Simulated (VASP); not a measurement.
# TiC in VASP: a series of runs

TiC is run at these levels: r2SCAN; tasks: single point.

Program: VASP 6.6.1. These are calculated values, not measurements. Logs are shortened: lines on timing, memory, paths and dates and some standing lists are left out, and cuts for length are marked.

### 1 The cell of the first run

It takes space group I4/mmm (No. 139, tetragonal). The conventional cell has a = 3.060 Å, b = 3.060 Å, c = 4.155 Å, α = 90.00°, β = 90.00°, γ = 90.00°. Ti (site symmetry 4/mmm) has 6 C at 2.08 to 2.16 Å within 2.8 Å. C (site symmetry 4/mmm) has 6 Ti at 2.08 to 2.16 Å within 2.8 Å.

### 2 Single point, r2SCAN (strain along c alone, the other axes held: -4.0 %)

POSCAR reads:

```
TiC
1.0
    2.1639143223      2.1639143223      0.0000000000
   -2.1639143223      2.1639143223      0.0000000000
    0.0000000000      0.0000000000      4.1547154987
Ti C
2 2
Direct
    0.0000000000      0.0000000000      0.0000000000
    0.5000000000      0.5000000000      0.5000000000
    0.5000000000      0.5000000000      0.0000000000
    0.0000000000      0.0000000000      0.5000000000
```

INCAR.step1 reads:

```
SYSTEM = TiC
PREC = Accurate ; ENCUT = 520
ISMEAR = 0 ; SIGMA = 0.1
LREAL = .FALSE. ; LASPH = .TRUE.
NELM = 100 ; NBANDS = 24
GGA = PE ; ALGO = Normal
EDIFF = 1E-4 ; LWAVE = .TRUE.
LCHARG = .FALSE.
```

INCAR.step2 reads:

```
SYSTEM = TiC
PREC = Accurate ; ENCUT = 520
EDIFF = 1E-7 ; ISMEAR = 0
SIGMA = 0.1 ; LREAL = .FALSE.
LASPH = .TRUE. ; NELM = 100
ALGO = Normal ; ISIF = 2
LWAVE = .FALSE. ; LCHARG = .FALSE.
METAGGA = R2SCAN ; LMIXTAU = .TRUE.
NBANDS = 24 ; ISTART = 1
```

KPOINTS reads:

```
regular mesh
0
G
  18 18 12
  0 0 0
```

Potentials or basis: VASP PAW PBE potentials, release 64 (Ti_sv, C).

Command:

```console
$ cat potpaw_PBE.64/Ti_sv/POTCAR potpaw_PBE.64/C/POTCAR > POTCAR
$ cp INCAR.step1 INCAR
$ mpirun -np 1 vasp_std > vasp.out
$ cp INCAR.step2 INCAR
$ mpirun -np 1 vasp_std > vasp.out
```

OUTCAR:

```text
SYSTEM = TiC
   PREC = Accurate
   ENCUT = 520
   EDIFF = 1E-7
   ISMEAR = 0
   LREAL = .FALSE.
   LASPH = .TRUE.
   NELM = 100
   ISIF = 2
   METAGGA = R2SCAN
   ISTART = 1

 ion  position               nearest neighbor table
   1  0.000  0.000  0.000-   4 2.08   4 2.08   3 2.16   3 2.16   3 2.16   3 2.16
   2  0.500  0.500  0.500-   3 2.08   3 2.08   4 2.16   4 2.16   4 2.16   4 2.16
   3  0.500  0.500  0.000-   2 2.08   2 2.08   1 2.16   1 2.16   1 2.16   1 2.16
   4  0.000  0.000  0.500-   1 2.08   1 2.08   2 2.16   2 2.16   2 2.16   2 2.16

  LATTYP: Found a simple tetragonal cell.
 ALAT       =     3.0602369824
 C/A-ratio  =     1.3576450198

  Lattice vectors:

 A1 = (   2.1639143223,   2.1639143223,   0.0000000000)
 A2 = (  -2.1639143223,   2.1639143223,   0.0000000000)
 A3 = (   0.0000000000,   0.0000000000,   4.1547154987)

Analysis of symmetry for initial positions (statically):
=====================================================================
 Subroutine PRICEL returns following result:

  LATTYP: Found a body centered tetragonal cell.
 ALAT       =     3.0602369824
 C/A-ratio  =     1.3576450198

  Lattice vectors:

 A1 = (   0.0000000000,  -2.1639143223,  -2.0773577494)
 A2 = (   0.0000000000,   2.1639143223,  -2.0773577493)
 A3 = (   2.1639143223,   0.0000000000,   2.0773577494)

   2 primitive cells build up your supercell.

 Routine SETGRP: Setting up the symmetry group for a
 simple tetragonal supercell.

 Subroutine GETGRP returns: Found 16 space group operations
 (whereof 16 operations were pure point group operations)
 out of a pool of 16 trial point group operations.

The static configuration has the point symmetry D_4h.

Analysis of symmetry for dynamics (positions and initial velocities):
=====================================================================
 Subroutine PRICEL returns following result:

  LATTYP: Found a body centered tetragonal cell.
 ALAT       =     3.0602369824
 C/A-ratio  =     1.3576450198

  Lattice vectors:

 A1 = (   0.0000000000,  -2.1639143223,  -2.0773577494)
 A2 = (   0.0000000000,   2.1639143223,  -2.0773577493)
 A3 = (   2.1639143223,   0.0000000000,   2.0773577494)

   2 primitive cells build up your supercell.

 Routine SETGRP: Setting up the symmetry group for a
 simple tetragonal supercell.

 Subroutine GETGRP returns: Found 16 space group operations
 (whereof 16 operations were pure point group operations)
 out of a pool of 16 trial point group operations.

The dynamic configuration has the point symmetry D_4h.

 Subroutine INISYM returns: Found 16 space group operations
 (whereof 16 operations are pure point group operations),
 and found     2 'primitive' translations

----------------------------------------------------------------------------------------

                                     Primitive cell

  volume of cell :      19.4546

  direct lattice vectors                    reciprocal lattice vectors
     0.000000000 -2.163914322 -2.077357749     0.231062753 -0.231062753 -0.240690367
     0.000000000  2.163914322 -2.077357749     0.231062753  0.231062753 -0.240690367
     2.163914322  0.000000000  2.077357749     0.462125505  0.000000000  0.000000000

  length of vectors
     2.999656716  2.999656716  2.999656716     0.405847070  0.405847070  0.462125505

  position of ions in fractional coordinates (direct lattice)
     0.000000000  0.000000000  0.000000000
     0.500000000  0.500000000  0.000000000

  ion indices of the primitive-cell ions
   primitive index   ion index
                 1           1
                 2           4

----------------------------------------------------------------------------------------

 KPOINTS: regular mesh

Automatic generation of k-mesh.
 Grid dimensions read from file:
 generate k-points for:   18   18   12

 Generating k-lattice:

  Cartesian coordinates                     Fractional coordinates (reciprocal lattice)
     0.012836820  0.012836820  0.000000000     0.055555556  0.000000000  0.000000000
    -0.012836820  0.012836820  0.000000000     0.000000000  0.055555556  0.000000000
     0.000000000  0.000000000  0.020057531     0.000000000  0.000000000  0.083333333

  Length of vectors
     0.018154004  0.018154004  0.020057531

  Shift w.r.t. Gamma in fractional coordinates (k-lattice)
     0.000000000  0.000000000  0.000000000

 Subroutine IBZKPT returns following result:
 ===========================================

 Found    385 irreducible k-points:

 Following reciprocal coordinates:
            Coordinates               Weight
  0.000000  0.000000  0.000000      1.000000
  0.055556  0.000000  0.000000      4.000000
  0.111111  0.000000  0.000000      4.000000
  0.166667  0.000000  0.000000      4.000000
  0.222222  0.000000  0.000000      4.000000
  0.277778  0.000000  0.000000      4.000000
[... 16 lines left out ...]
  0.277778  0.111111  0.000000      8.000000
  0.333333  0.111111  0.000000      8.000000
 [... further k-points ...]
   k-points           NKPTS =    385   k-points in BZ     NKDIM =    385   number of bands    NBANDS=     24
   number of dos      NEDOS =    301   number of ions     NIONS =      4
   total plane-waves  NPLWV =  18432
   dimension x,y,z NGX =    24 NGY =   24 NGZ =   32
   dimension x,y,z NGXF=    48 NGYF=   48 NGZF=   64
   ions per type =               2   2
   NGX,Y,Z   is equivalent  to a cutoff of  13.04, 13.04, 12.80 a.u.
   NGXF,Y,Z  is equivalent  to a cutoff of  26.08, 26.08, 25.61 a.u.
 SYSTEM =  TiC
   PREC   = accura    normal or accurate (medium, high low for compatibility)
   ISTART =      1    job   : 0-new  1-cont  2-samecut
   ICHARG =      0    charge: 1-file 2-atom 10-const
   ISPIN  =      1    spin polarized calculation?
   LNONCOLLINEAR =      F non collinear calculations
   LSORBIT =      F    spin-orbit coupling
   LASPH  =      T    aspherical Exc in radial PAW
   ENCUT  =  520.0 eV  38.22 Ry    6.18 a.u.   5.69  5.69  7.73*2*pi/ulx,y,z
   NELM   =    100;   NELMIN=  2; NELMDL=  0     # of ELM steps
   EDIFF  = 0.1E-06   stopping-criterion for ELM
   LREAL  =      F    real-space projection
   EDIFFG = 0.1E-05   stopping-criterion for IOM
   NSW    =      0    number of steps for IOM
   IBRION =     -1    ionic relax: 0-MD 1-quasi-New 2-CG
   NFREE  =      0    steps in history (QN), initial steepest desc. (CG)
   ISIF   =      2    stress and relaxation
   ISYM   =      2    0-nonsym 1-usesym 2-fastsym
   POTIM  = 0.5000    time-step for ionic-motion
   TEBEG  =    0.0;   TEEND  =   0.0 temperature during run
   PSTRESS=    0.0 pullay stress
   NELECT =      32.0000    total number of electrons
   NUPDOWN=      -1.0000    fix difference up-down
   EMIN   =  10.00;   EMAX   =-10.00  energy-range for DOS
   EFERMI =   0.00;   METHOD = LEGACY
   ISMEAR =     0;   SIGMA  =   0.10  broadening in eV -4-tet -1-fermi 0-gaus
   EFERMI_NEDOS =   21; number of points for ismear=-14 and -15
   IALGO  =     38    algorithm
   IMIX   =      4    mixing-type and parameters
     AMIX     =   0.40;   BMIX     =  1.00
     AMIX_MAG =   1.60;   BMIX_MAG =  1.00
  volume/ion in A,a.u.               =       9.73        65.64
  Fermi-wavevector in a.u.,A,eV,Ry     =   1.533820  2.898499 32.009112  2.352603
  Thomas-Fermi vector in A             =   2.640834
   LORBIT       =      0    0 simple, 1 ext, 2 COOP (PROOUT), +10 PAW based schemes
   METAGGA = R2SCAN    functional components
   LHFCALC =     F    Hartree Fock is set to
   AEXX    =    0.0000 exact exchange contribution
   IVDW    =     0    specifies the selected vdW correction
   LEPSILON=     F    determine dielectric tensor
   LRPA    =     F    only Hartree local field effects (RPA)
 non-spin polarized calculation
 Gauss-broadening in eV      SIGMA  =   0.10
  energy-cutoff  :      520.00
  volume of cell :       38.91
 maximum number of plane-waves:      1062
 NGX is ok and might be reduce to    24

 number of electron      32.0000007 magnetization

 Free energy of the ion-electron system (eV)
  ---------------------------------------------------
  ext. energy  EPLUGINS =         0.00000000
  ---------------------------------------------------
  free energy    TOTEN  =       -49.60301701 eV

  energy without entropy =      -49.60094373  energy(sigma->0) =      -49.60198037

 E-fermi :  10.0286     XC(G=0): -13.8391

 val. band max:       10.0275579475   @ k =   0.0556   0.0556   0.1667
 cond. band min:      10.0516663945   @ k =   0.0556   0.0556   0.4167
 fundamental gap:      0.0241084470
 Fermi energy:        10.0285750338

 k-point     1 :       0.0000    0.0000    0.0000
  band No.  band energies     occupation
      1     -48.8254      2.00000
      2     -48.6930      2.00000
      3     -24.2880      2.00000
      4     -24.0191      2.00000
      5     -24.0191      2.00000
      6     -23.7922      2.00000
[... 16 lines left out ...]
     23      12.9459      0.00000
     24      14.0229      0.00000

 k-point     2 :       0.0556    0.0000    0.0000
  band No.  band energies     occupation
      1     -48.8236      2.00000
      2     -48.6933      2.00000
      3     -24.2833      2.00000
      4     -24.0261      2.00000
      5     -24.0163      2.00000
      6     -23.8028      2.00000
[... 16 lines left out ...]
     23      13.1678      0.00000
     24      13.9999      0.00000

 k-point     3 :       0.1111    0.0000    0.0000
  band No.  band energies     occupation
      1     -48.8184      2.00000
      2     -48.6940      2.00000
      3     -24.2693      2.00000
      4     -24.0457      2.00000
      5     -24.0079      2.00000
      6     -23.8334      2.00000
[... 16 lines left out ...]
     23      13.7286      0.00000
     24      13.9306      0.00000
[... 514 lines left out ...]
 k-point    23 :       0.2778    0.1111    0.0000
  band No.  band energies     occupation
      1     -48.7813      2.00000
      2     -48.7011      2.00000
      3     -24.1663      2.00000
      4     -24.1469      2.00000
      5     -24.0163      2.00000
      6     -23.9722      2.00000
[... 16 lines left out ...]
     23      14.3353      0.00000
     24      15.8829      0.00000

 k-point    24 :       0.3333    0.1111    0.0000
  band No.  band energies     occupation
      1     -48.7682      2.00000
      2     -48.7058      2.00000
      3     -24.1774      2.00000
      4     -24.1268      2.00000
      5     -24.0764      2.00000
      6     -23.9504      2.00000
[... 16 lines left out ...]
     23      14.7181      0.00000
     24      16.0151      0.00000

 [... further k-points ...]
[... 5 lines left out ...]
  --------------------------------------------------------------------------------------
  -------------------------------------------------------------------------------------
  Total        1.5883408      1.5883408      6.6997914      0.0000000      0.0000000     -0.0000000
  in kB       65.4037811     65.4037811    275.8801530      0.0000000      0.0000000     -0.0000000
  external PRESSURE =     135.5625717 kB  Pullay stress =       0.0000000 kB

 VOLUME and BASIS-vectors are now :
 -----------------------------------------------------------------------------
  energy-cutoff  :      520.00
  volume of cell :       38.91
      direct lattice vectors                 reciprocal lattice vectors
     2.163914322  2.163914322  0.000000000     0.231062753  0.231062753  0.000000000
    -2.163914322  2.163914322  0.000000000    -0.231062753  0.231062753  0.000000000
     0.000000000  0.000000000  4.154715499     0.000000000  0.000000000  0.240690367

 POSITION                                       TOTAL-FORCE (eV/Angst)
 -----------------------------------------------------------------------------------
      0.00000      0.00000      0.00000         0.000000     -0.000000     -0.000000
      0.00000      2.16391      2.07736         0.000000      0.000000      0.000000
      0.00000      2.16391      0.00000        -0.000000     -0.000000      0.000000
      0.00000      0.00000      2.07736        -0.000000     -0.000000     -0.000000
 -----------------------------------------------------------------------------------
    total drift:                               -0.000000      0.000000     -0.000000

  FREE ENERGIE OF THE ION-ELECTRON SYSTEM (eV)
  ---------------------------------------------------
  free  energy   TOTEN  =       -49.6030170063 eV

  energy  without entropy=      -49.6009437347  energy(sigma->0) =      -49.60198037
```

Wall time 13 min (1 thread of Intel Xeon 6975P-C (Granite Rapids), shared host); peak memory 0.39 GiB.

What came out:

```
Free energy            : -49.6030 eV
Pressure               : 13.6 GPa
Band gap on the k mesh : zero (bands 16 and 17 overlap by 1.46 eV)
```

Stress tensor (GPa, compression positive):
```
 6.54  0.00  0.00
 0.00  6.54  0.00
 0.00  0.00 27.59
```

Caveat: the cell differs from its parent crystal (strain along c alone, the other axes held: -4.0 %); the stress differs along the axes, from 7 to 28 GPa; the PAW data sets were made with another functional, which shifts forces and pressure a little.

### 3 Single point, r2SCAN (strain along c alone, the other axes held: -2.0 %)

POSCAR: that of step 2 with these lines changed.

```diff
@@ -4,3 +4,3 @@
    -2.1639143223      2.1639143223      0.0000000000
-    0.0000000000      0.0000000000      4.1547154987
+    0.0000000000      0.0000000000      4.2412720716
 Ti C
```

INCAR.step1 reads:

```
  PREC = Accurate
  ENCUT = 520
  ISMEAR = 0
  SIGMA = 0.1
  LREAL = F
  LASPH = T
  NELM = 80
  NBANDS = 24
  GGA = PE
  ALGO = Normal
  EDIFF = 1E-4
  LWAVE = T
  LCHARG = F
```

INCAR.step2 reads:

```
  PREC = Accurate
  ENCUT = 520
  EDIFF = 1E-7
  ISMEAR = 0
  SIGMA = 0.1
  LREAL = F
  LASPH = T
  NELM = 80
  ALGO = Normal
  ISIF = 2
  LWAVE = F
  LCHARG = F
  METAGGA = R2SCAN
  LMIXTAU = T
  NBANDS = 24
  ISTART = 1
```

KPOINTS reads:

```
Automatic mesh
0
Gamma
  18 18 12
```

Potentials or basis: VASP PAW PBE potentials, release 64 (Ti_sv, C).

Command:

```console
$ cat potpaw_PBE.64/Ti_sv/POTCAR potpaw_PBE.64/C/POTCAR > POTCAR
$ cp INCAR.step1 INCAR
$ mpirun -np 1 vasp_std > vasp.out
$ cp INCAR.step2 INCAR
$ mpirun -np 1 vasp_std > vasp.out
```

Run time: 15 min. Hardware: 1 thread of Intel Xeon 6975P-C (Granite Rapids), shared host; peak memory 0.39 GiB.

The run converged. Its results:

| Quantity | Value |
| --- | --- |
| Free energy | -49.7046 eV |
| Pressure | 6.7 GPa |
| Band gap on the k mesh | zero (bands 16 and 17 overlap by 1.34 eV) |

Stress tensor (GPa, compression positive):
```
 3.67  0.00  0.00
 0.00  3.67  0.00
 0.00  0.00 12.86
```

Levels at points of the mesh, in eV from the Fermi level:
```csv
k point,band 12,band 13,band 14,band 15,band 16,band 17,band 18,band 19,band 20,band 21
"(0.00, 0.00, 0.00)",-1.62,-0.26,-0.26,0.80,0.80,0.97,1.64,1.64,1.67,1.73
"(0.50, 0.00, 0.00)",-4.69,-2.86,-2.86,-2.78,-2.78,2.37,2.37,3.40,3.40,4.21
"(0.50, 0.50, 0.00)",-3.80,-1.60,-1.60,-0.10,-0.10,-0.08,-0.08,2.79,2.79,3.80
"(0.00, 0.00, 0.50)",-3.79,-0.62,-0.62,-0.62,-0.62,-0.48,-0.48,2.22,2.22,4.20
"(0.50, 0.00, 0.50)",-6.22,-3.24,-3.24,-3.22,-3.22,3.17,3.17,3.26,3.26,4.50
"(0.50, 0.50, 0.50)",-3.46,-3.46,-3.46,-3.10,-3.10,3.23,3.23,3.23,3.23,3.80
```

Caveat: the cell differs from its parent crystal (strain along c alone, the other axes held: -2.0 %); the stress differs along the axes, from 4 to 13 GPa; the PAW data sets were made with another functional, which shifts forces and pressure a little.

### 4 Single point, r2SCAN

This run uses another cell than the first one: it holds 2 atoms, not 4.

POSCAR reads:

```
TiC
1.0
    0.0000000000      2.0787380708      2.0787380708
    2.0787380708      0.0000000000      2.0787380708
    2.0787380708      2.0787380708      0.0000000000
Ti C
1 1
Direct
    0.0000000000      0.0000000000      0.0000000000
    0.5000000000      0.5000000000      0.5000000000
```

INCAR.step1 reads:

```
SYSTEM = TiC
PREC = Accurate
ENCUT = 520
ISMEAR = 0
SIGMA = 0.1
LREAL = .False.
LASPH = .True.
NELM = 60
NBANDS = 15
GGA = PE
ALGO = Normal
EDIFF = 1E-4
LWAVE = .True.
LCHARG = .False.
```

INCAR.step2 reads:

```
SYSTEM = TiC
PREC = Accurate
ENCUT = 520
EDIFF = 1E-6
ISMEAR = 0
SIGMA = 0.1
LREAL = .False.
LASPH = .True.
NELM = 60
ALGO = Normal
ISIF = 2
LWAVE = .False.
LCHARG = .False.
METAGGA = R2SCAN
LMIXTAU = .True.
NBANDS = 15
ISTART = 1
```

KPOINTS reads:

```
regular mesh
0
Gamma
  16 16 16
  0 0 0
```

Command:

```console
$ cat potpaw_PBE.64/Ti_sv/POTCAR potpaw_PBE.64/C/POTCAR > POTCAR
$ cp INCAR.step1 INCAR
$ mpirun -np 1 vasp_std > vasp.out
$ cp INCAR.step2 INCAR
$ mpirun -np 1 vasp_std > vasp.out
```

Wall time 3.2 min (1 thread of Intel Xeon 8259CL, shared host); peak memory 0.18 GiB.

It converged, with:

```
Free energy            : -24.5905 eV
Pressure               : 41.3 GPa
Band gap on the k mesh : zero (bands 8 and 9 overlap by 1.39 eV)
```

Levels at points of the mesh, in eV from the Fermi level:
```
           k point  band 6  band 7  band 8  band 9  band 10  band 11
(0.00, 0.00, 0.00)    0.92    0.92    0.92    1.84     1.84     1.84
(0.50, 0.00, 0.00)   -6.67   -3.56   -3.56    3.69     3.69     5.17
(0.50, 0.50, 0.00)   -3.72   -1.92   -0.01   -0.01     3.24     4.45
```

Caveat: the cell stands under pressure; the PAW data sets were made with another functional, which shifts forces and pressure a little.

### 5 The runs side by side

| cell | k mesh | gap on the mesh (eV) | pressure (GPa) |
| --- | --- | --- | --- |
| a = 3.060, b = 3.060, c = 4.155 Å, 4 atoms, atomic positions A | 18 × 18 × 12 | none | 13.6 |
| a = 3.060, b = 3.060, c = 4.241 Å, 4 atoms, atomic positions A | 18 × 18 × 12 | none | 6.7 |
| a = 2.940 Å, angles 60.0°, 2 atoms, atomic positions B | 16 × 16 × 16 | none | 41.3 |

Alike in all rows: task single point; level r2SCAN; potentials or basis VASP PAW PBE potentials, release 64 (Ti_sv, C); no spin polarisation; cutoff (eV) 520; smearing gaussian 0.1 eV.

Caveats: the PAW data sets were made with another functional, which shifts forces and pressure a little; the stress differs along the axes, from 7 to 28 GPa (at least some runs); the stress differs along the axes, from 4 to 13 GPa (at least some runs); the cell stands under pressure (at least some runs).

Total energies depend on the potentials used, so only differences within one code and one set of settings carry meaning.

The gap in the log of VASP goes by the Fermi energy; the results here count the filled bands.